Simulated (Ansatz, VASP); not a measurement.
# MgO: VASP beside Ansatz

File INCAR:

```
ALGO = Normal
EDIFF = 1E-6
ENCUT = 520
GGA = PE
ISIF = 2
ISMEAR = -1
LASPH = True
LCHARG = False
LREAL = False
LWAVE = False
NBANDS = 16
NELM = 100
PREC = Accurate
SIGMA = 0.02
```

KPOINTS

```
k-points
0
Gamma
  12 12 6
```

POSCAR

```
MgO
1.0
    3.3868637712      0.0000000000      0.0000000000
   -1.6934318856      2.9331100650      0.0000000000
    0.0000000000      0.0000000000      5.1853971216
Mg O
2 2
Direct
    0.3333333333      0.6666666667     -0.0086890280
    0.6666666667      0.3333333333      0.4913109720
    0.3333333333      0.6666666667      0.3836890280
    0.6666666667      0.3333333333      0.8836890280
```

Input for Ansatz:

```yaml
crystal:
  lattice:
    - [3.3868637712, 0.0, 0.0]
    - [-1.6934318856, 2.933110065, 0.0]
    - [0.0, 0.0, 5.1853971216]
  atoms:
    - { symbol: Mg, position: [0.3333333333, 0.6666666667, -0.008689028] }
    - { symbol: Mg, position: [0.6666666667, 0.3333333333, 0.491310972] }
    - { symbol: O, position: [0.3333333333, 0.6666666667, 0.383689028] }
    - { symbol: O, position: [0.6666666667, 0.3333333333, 0.883689028] }
kpoints:
  mp_grid: { grid: [12, 12, 6] }
  band_path:
    path:
      - [0.0, 0.0, 0.0]
      - [0.5, 0.0, 0.0]
      - [0.3333333333, 0.3333333333, 0.0]
      - [0.0, 0.0, 0.5]
      - [0.5, 0.0, 0.5]
      - [0.3333333333, 0.3333333333, 0.5]
    npoints: 1
hamiltonian:
  xc: pbe
scf:
  occupations: { method: fermi_dirac, width: 0.02 }
  n_extra_bands: 5
output:
  forces: true
  stress: true
  eigenvalues: true
  write_density: true
  write_potential: true
  elf: true
  volumetric_format: npy
```

Change from the starting cell: hydrostatic strain +3.0%.

Alike in both runs: task single point; functional PBE; k mesh 12 × 12 × 6; occupations fermi-dirac, width 0.02 eV; no spin polarisation.

```csv
,VASP,Ansatz
version,VASP 6.6.1,Ansatz 0.2.0
potentials or method,"VASP PAW PBE potentials, release 64 (Mg, O)","plane waves, PAW"
plane-wave cutoff (eV),520,420
valence electrons in the cell,16,32
```

```tsv
	VASP	Ansatz	Ansatz less VASP
gap on the k mesh at the Fermi level (eV)	3.09	3.11	+0.019
pressure (GPa)	-6.2	-5.8	+0.42
traceless stress, the component that is largest in VASP (GPa)	1.28	1.25	-0.037
rms of the force components (eV/Å)	0.010	0.010	+0.0001
```

Atom by atom the forces differ by 0.000 eV/Å (rms over components). VASP's potentials hold 16 valence electrons a cell and Ansatz's 32, so a difference there can come from the potentials and not from the codes.
